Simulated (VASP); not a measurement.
A run of VASP 6.6.1 is set up as follows.

The input INCAR:

```
SYSTEM = Bi
PREC = Accurate
ENCUT = 520
EDIFF = 1E-8
ISMEAR = -1
SIGMA = 0.03
LREAL = .False.
LASPH = .True.
NELM = 100
ALGO = Normal
ISIF = 2
LWAVE = .False.
LCHARG = .False.
GGA = PE
LEFG = .True.
NBANDS = 22
```

File KPOINTS:

```
Automatic mesh
0
Gamma
  9 9 3
  0 0 0
```

The input POSCAR:

```
Bi
1.0
    4.5390002997      0.0000000000      0.0000000000
   -2.2695001499      3.9308895674      0.0000000000
    0.0000000000      0.0000000000     11.8290000000
Bi
2
Direct
    0.3773958992      0.6666666667      0.2500000000
    0.6666666667      0.3333333333      0.7500000000
```

Potentials or basis: VASP PAW PBE potentials, release 64 (Bi_d).

Command:

```console
$ cat potpaw_PBE.64/Bi_d/POTCAR > POTCAR
$ mpirun -np 1 vasp_std > vasp.out
```

**Question.** Estimate the band gap on the k mesh.

**Answer.** Zero (bands 15 and 16 overlap by 2.13 eV).

**Question.** What does it give for the pressure?

**Answer.** -3.3 GPa.

Forces in eV/Å, atoms in the order of the input:
```
Bi   0.003  0.000  0.000
Bi  -0.003  0.000  0.000
```

Caveat: the cell differs from its parent crystal (0.0, 0.0] A); the cell stands under tension; without QUAD_EFG the Cq values of the log hold for a quadrupole moment of 1 mb, not for the nuclei; spin-orbit coupling is left out, which moves the levels of the heavy elements.
